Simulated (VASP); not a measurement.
Here is a VASP 6.6.1 calculation.

The input INCAR:

```
SYSTEM = MgO
PREC     = Accurate       ! precision mode
ENCUT    = 750            ! plane-wave cutoff, eV
EDIFF    = 1E-6           ! SCF threshold, eV
ISMEAR   = 0              ! smearing method
SIGMA    = 0.05           ! smearing width, eV
LREAL    = .FALSE.        ! projectors in reciprocal space
LASPH    = .TRUE.         ! aspherical terms in the spheres
NELM     = 120            ! most SCF steps
ALGO     = Normal         ! electronic algorithm
ISIF     = 2              ! what is computed and relaxed
LWAVE    = .FALSE.        ! write WAVECAR
LCHARG   = .FALSE.        ! write CHGCAR
NBANDS   = 60             ! bands
GGA_COMPAT= .FALSE.
```

Contents of KPOINTS:

```
regular mesh
0
G
  9 9 2
  0 0 0
```

File POSCAR:

```
MgO
1.0
    2.0806186598     -2.0806186598      0.0000000000
    2.0806186598      0.0000000000     -2.0806186598
    8.8426293040      8.3224746391      7.8023199742
Mg O
6 6
Direct
    1.0000000000     -0.0937500000      0.3750000000
    0.3333333333      0.2812500000      0.2083333333
    0.6666666667      0.5312500000      0.5416666667
    1.0000000000      0.7812500000      0.8750000000
    0.3333333333      0.1562500000      0.7083333333
    0.6666666667      0.6562500000      0.0416666667
    0.6666666667      0.5937500000      0.2916666667
    0.0000000000     -0.0312500000      0.1250000000
    0.3333333333      0.2187500000      0.4583333333
    0.6666666667      0.4687500000      0.7916666667
    1.0000000000      0.8437500000      0.6250000000
    0.3333333333      0.0937500000      0.9583333333
```

Potentials or basis: VASP PAW LDA potentials, release 64 (Mg_sv, O).

Launch:

```console
$ cat potpaw_LDA.64/Mg_sv/POTCAR potpaw_LDA.64/O/POTCAR > POTCAR
$ mpirun -np 1 vasp_std > vasp.out
```

(1) What does it give for the largest force?

(2) What does it give for the band gap on the k mesh?

(3) What does it give for the pressure?

Answers

(1) 6.624 eV/Å.

(2) 4.74 eV.

(3) 5.1 GPa.

Caveat: the cell stands under pressure; an odd mesh through Γ misses points on the zone boundary, where band edges can lie; forces of over 1 eV/Å act on the atoms, so gaps and moduli don't describe the material at rest.
